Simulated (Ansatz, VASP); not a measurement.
SiO2 in VASP and in Ansatz

The input INCAR:

```
SYSTEM = SiO2
  PREC = Accurate
  ENCUT = 520
  EDIFF = 1E-6
  ISMEAR = 0
  SIGMA = 0.02
  LREAL = Auto
  LASPH = .True.
  NELM = 80
  ALGO = Normal
  ISIF = 2
  LWAVE = .False.
  LCHARG = .False.
  NBANDS = 63
```

File KPOINTS:

```
Automatic mesh
0
Gamma
  4 4 4
  0 0 0
```

The input POSCAR:

```
SiO2
1.0
    5.2222344634      0.0000000000      0.0000000000
    0.0000000000      7.3674177008      0.0000000000
    0.0000000000      0.0000000000      8.1199052649
Si O
6 12
Direct
    0.2500000000      0.2136282334      0.1037963923
    0.7500000000      0.7863717666      0.8962036077
    0.7500000000      0.2136282334      0.8962036077
    0.2500000000      0.7863717666      0.1037963923
    0.2500000000      0.5000000000      0.3869958164
    0.7500000000      0.5000000000      0.6130041836
    0.0000000000      0.2684260089      0.0000000000
    0.5000000000      0.7315739911      0.0000000000
    0.0000000000      0.7315739911      0.0000000000
    0.5000000000      0.2684260089      0.0000000000
    0.2500000000      0.0000000000      0.1425053543
    0.7500000000      0.0000000000      0.8574946457
    0.2500000000      0.3203322815      0.2751347481
    0.7500000000      0.6796677185      0.7248652519
    0.7500000000      0.3203322815      0.7248652519
    0.2500000000      0.6796677185      0.2751347481
    0.5000000000      0.5000000000      0.5000000000
    0.0000000000      0.5000000000      0.5000000000
```

Input for Ansatz:

```yaml
crystal:
  lattice:
    - [5.2222344634, 0.0, 0.0]
    - [0.0, 7.3674177008, 0.0]
    - [0.0, 0.0, 8.1199052649]
  atoms:
    - { symbol: Si, position: [0.25, 0.2136282334, 0.1037963923] }
    - { symbol: Si, position: [0.75, 0.7863717666, 0.8962036077] }
    - { symbol: Si, position: [0.75, 0.2136282334, 0.8962036077] }
    - { symbol: Si, position: [0.25, 0.7863717666, 0.1037963923] }
    - { symbol: Si, position: [0.25, 0.5, 0.3869958164] }
    - { symbol: Si, position: [0.75, 0.5, 0.6130041836] }
    - { symbol: O, position: [0.0, 0.2684260089, 0.0] }
    - { symbol: O, position: [0.5, 0.7315739911, 0.0] }
    - { symbol: O, position: [0.0, 0.7315739911, 0.0] }
    - { symbol: O, position: [0.5, 0.2684260089, 0.0] }
    - { symbol: O, position: [0.25, 0.0, 0.1425053543] }
    - { symbol: O, position: [0.75, 0.0, 0.8574946457] }
    - { symbol: O, position: [0.25, 0.3203322815, 0.2751347481] }
    - { symbol: O, position: [0.75, 0.6796677185, 0.7248652519] }
    - { symbol: O, position: [0.75, 0.3203322815, 0.7248652519] }
    - { symbol: O, position: [0.25, 0.6796677185, 0.2751347481] }
    - { symbol: O, position: [0.5, 0.5, 0.5] }
    - { symbol: O, position: [0.0, 0.5, 0.5] }
basis:
  ecutwfc: 420
kpoints:
  mp_grid: { grid: [4, 4, 4] }
  band_path:
    path:
      - [[0.0, 0.0, 0.0], [0.5, 0.0, 0.0], [0.5, 0.5, 0.0], [0.0, 0.5, 0.0], [0.0, 0.0, 0.0], [0.0, 0.0, 0.5], [0.5, 0.0, 0.5], [0.5, 0.5, 0.5], [0.0, 0.5, 0.5], [0.0, 0.0, 0.5]]
      - [[0.5, 0.0, 0.0], [0.5, 0.0, 0.5]]
      - [[0.0, 0.5, 0.0], [0.0, 0.5, 0.5]]
      - [[0.5, 0.5, 0.0], [0.5, 0.5, 0.5]]
    npoints: 10
hamiltonian:
  xc: lda
scf:
  occupations: { method: gaussian, width: 0.02 }
  n_extra_bands: 45
output:
  forces: true
  stress: true
  eigenvalues: true
  populations: true
  dos: { projected: true, de: 0.02, nscf_kmesh: { grid: [6, 6, 6] } }
  bader: false
```

Alike in both runs: task single point; functional LDA; k mesh 4 × 4 × 4; occupations gaussian, width 0.02 eV; no spin polarisation.

```csv
,VASP,Ansatz
version,VASP 6.6.1,Ansatz 0.2.0
potentials or method,"VASP PAW LDA potentials, release 64 (Si, O), cutoff 520 eV","scalar-relativistic, plane waves, PAW"
valence electrons in the cell,96,96
```

|  | VASP | Ansatz | Ansatz less VASP |
| --- | --- | --- | --- |
| gap on the k mesh at the Fermi level (eV) | 5.41 | 5.42 | +0.006 |
| least direct gap on the mesh (eV) | 5.41 | 5.42 | +0.006 |
| pressure (GPa) | 0.4 | 0.0 | -0.45 |
| rms of the force components (eV/Å) | 0.013 | 0.000 | -0.0124 |

LDA's correlation is that of Perdew and Zunger in VASP and of Perdew and Wang (1992) in Ansatz. Atom by atom the forces differ by 0.013 eV/Å (rms over components).
